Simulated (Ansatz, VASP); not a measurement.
Re in VASP and in Ansatz

```
CELL_PARAMETERS angstrom
0.00000 1.95772 2.11924
2.06540 0.00000 2.11924
2.06540 1.95772 0.00000
ATOMIC_POSITIONS crystal
Re 0.00000 0.00000 0.00000
```

Change from the starting cell: normal strain along x +0.0550, normal strain along z +0.0825.

Alike in both runs: task single point; functional PBE; k mesh 10 × 10 × 10; occupations gaussian, width 0.15 eV; no spin polarisation.

|  | VASP | Ansatz |
| --- | --- | --- |
| version | VASP 6.6.1 | Ansatz 0.2.0 |
| potentials or method | VASP PAW PBE potentials, release 64 (Re), cutoff 520 eV | scalar-relativistic, plane waves, PAW |
| valence electrons in the cell | 7 | 15 |

```csv
,VASP,Ansatz,Ansatz less VASP
gap on the k mesh at the Fermi level (eV),none,none,-
pressure (GPa),-36.2,-35.3,+0.93
"traceless stress, the component that is largest in VASP (GPa)",8.29,8.36,+0.064
```

A gap of «none» marks a metal or a gap that the smearing closes. Both programs put the cell under strong tension, so it lies far from rest at this level. With one functional, cell and mesh, what is left measures potentials, basis and numerics. VASP's potentials hold 7 valence electrons a cell and Ansatz's 15, so a difference there can come from the potentials and not from the codes.

Spin-orbit coupling is off throughout. Noted on VASP's run: the cell as given lies far from equilibrium.
